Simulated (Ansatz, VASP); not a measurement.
Two plane-wave programs on Cd3TeSe2

```
CELL_PARAMETERS angstrom
0.00005 -4.50583 -0.00175
9.01316 -0.00010 -0.00042
-2.25425 2.25342 9.40908
ATOMIC_POSITIONS crystal
Cd 0.84114 0.42003 0.68264
Cd 0.84129 0.92036 0.68290
Cd 0.49969 0.25026 0.00012
Cd 0.49960 0.74992 0.99988
Cd 0.15942 0.07954 0.31702
Cd 0.15924 0.57981 0.31751
Te 0.24973 0.37512 0.49991
Te 0.24987 0.87546 0.50010
Se 0.57954 0.03949 0.15791
Se 0.57935 0.53974 0.15831
Se 0.92060 0.21027 0.84198
Se 0.92054 0.70999 0.84170
```

Change from the starting cell: cell x2, atoms moved at random (sigma 0.05 Å) and cell strained at random (1.5 %), then relaxed without symmetry.

Alike in both runs: functional PBE; k mesh 4 × 2 × 4; occupations gaussian, width 0.1 eV; no spin polarisation.

Ansatz relaxed the structure, and its values are those at the end. VASP's run is a single point on that final structure, the one shown.

|  | VASP | Ansatz |
| --- | --- | --- |
| version | VASP 6.6.1 | Ansatz 0.2.0 |
| potentials or method | VASP PAW PBE potentials, release 64 (Cd, Te, Se), cutoff 520 eV | scalar-relativistic, plane waves, PAW |
| valence electrons in the cell | 108 | 216 |

VASP gave:

| Property | Result |
| --- | --- |
| gap on the k mesh at the Fermi level (eV) | 0.40 |
| least direct gap on the mesh (eV) | 0.40 |
| pressure (GPa) | 0.2 |
| rms of the force components (eV/Å) | 0.004 |

Problem. What did Ansatz give for the same quantities?

Solution. gap on the k mesh at the Fermi level (eV): 0.40; least direct gap on the mesh (eV): 0.40; pressure (GPa): 0.0; rms of the force components (eV/Å): 0.002.

With one functional, cell and mesh, what is left measures potentials, basis and numerics. VASP's potentials hold 108 valence electrons a cell and Ansatz's 216, so a difference there can come from the potentials and not from the codes.

Neither program's run includes spin-orbit coupling.
